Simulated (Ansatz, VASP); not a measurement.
**One calculation of Al, two programs**

The input INCAR:

```
PREC = Accurate
ENCUT = 520
EDIFF = 1E-7
ISMEAR = 0
SIGMA = 0.15
LREAL = False
LASPH = True
NELM = 60
ALGO = Fast
ISIF = 2
LWAVE = False
LCHARG = False
GGA = PS
NBANDS = 14
```

The input KPOINTS:

```
regular mesh
0
Gamma
  22 22 7
```

POSCAR

```
Al
1.0
   -1.6064390039      1.6064390039     -1.6064390039
   -1.6064390039     -1.6064390039      1.6064390039
    0.0000000000      6.9560861014      6.9560861014
Al
4
Direct
    0.0000000000      0.0000000000      0.8082902413
    0.5000000000      0.5000000000      0.1154700345
    0.0000000000      0.0000000000      0.3464101034
    0.5000000000      0.5000000000      0.5773501724
```

Input for Ansatz:

```yaml
crystal:
  lattice:
    - [-1.6064390039, 1.6064390039, -1.6064390039]
    - [-1.6064390039, -1.6064390039, 1.6064390039]
    - [0.0, 6.9560861014, 6.9560861014]
  atoms:
    - { symbol: Al, position: [0.0, 0.0, 0.8082902413] }
    - { symbol: Al, position: [0.5, 0.5, 0.1154700345] }
    - { symbol: Al, position: [0.0, 0.0, 0.3464101034] }
    - { symbol: Al, position: [0.5, 0.5, 0.5773501724] }
basis:
  ecutwfc: 420
kpoints:
  mp_grid: { grid: [22, 22, 7] }
hamiltonian:
  xc: pbesol
scf:
  occupations: { method: gaussian, width: 0.15 }
output:
  forces: true
  stress: true
  eigenvalues: true
```

Alike in both runs: task single point; functional PBEsol; k mesh 22 × 22 × 7; occupations gaussian, width 0.15 eV; no spin polarisation.

|  | VASP | Ansatz |
| --- | --- | --- |
| version | VASP 6.6.1 | Ansatz 0.2.0 |
| potentials or method | VASP PAW PBE potentials, release 64 (Al), cutoff 520 eV | scalar-relativistic, plane waves, PAW |
| valence electrons in the cell | 12 | 12 |

|  | VASP | Ansatz | Ansatz less VASP |
| --- | --- | --- | --- |
| gap on the k mesh at the Fermi level (eV) | none | none | - |
| pressure (GPa) | -2.3 | -2.4 | -0.05 |
| traceless stress, the component that is largest in VASP (GPa) | -0.71 | -0.70 | +0.011 |
| rms of the force components (eV/Å) | 0.218 | 0.217 | -0.0016 |

VASP's potentials were made for PBE, not for PBEsol. Atom by atom the forces differ by 0.002 eV/Å (rms over components). A gap of «none» marks a metal or a gap that the smearing closes. The functional is the same, so the differences come from potentials, cutoffs and numerics.
